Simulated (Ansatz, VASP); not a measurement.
WS2 in VASP and in Ansatz

```xyz
9
Lattice="3.1461 0.0000 0.0000 -1.5730 2.7246 0.0000 0.0000 0.0000 30.8311" Properties=species:S:1:pos:R:3 pbc="T T T"
S     1.5730    0.9082    7.5000
S     1.5730    0.9082   10.6348
S     0.0000    1.8164   13.8482
S     0.0000    1.8164   16.9829
S     1.5730    0.9082   20.1963
S     1.5730    0.9082   23.3311
W     0.0000    1.8164    9.0674
W     1.5730    0.9082   15.4155
W     0.0000    1.8164   21.7637
```

Alike in both runs: task single point; functional PBEsol; k mesh 9 × 9 × 1; occupations gaussian, width 0.05 eV; no spin polarisation.

```csv
,VASP,Ansatz
version,VASP 6.6.1,Ansatz 0.2.0
potentials or method,"VASP PAW PBE potentials, release 64 (S, W_sv), cutoff 520 eV","scalar-relativistic, plane waves, PAW"
valence electrons in the cell,78,78
```

|  | VASP | Ansatz | Ansatz less VASP |
| --- | --- | --- | --- |
| gap on the k mesh at the Fermi level (eV) | 1.44 | 1.43 | -0.014 |
| least direct gap on the mesh (eV) | 1.89 | 1.89 | -0.005 |
| rms of the force components (eV/Å) | 0.012 | 0.007 | -0.0051 |

VASP's potentials were made for PBE, not for PBEsol.

Spin-orbit coupling is off throughout.
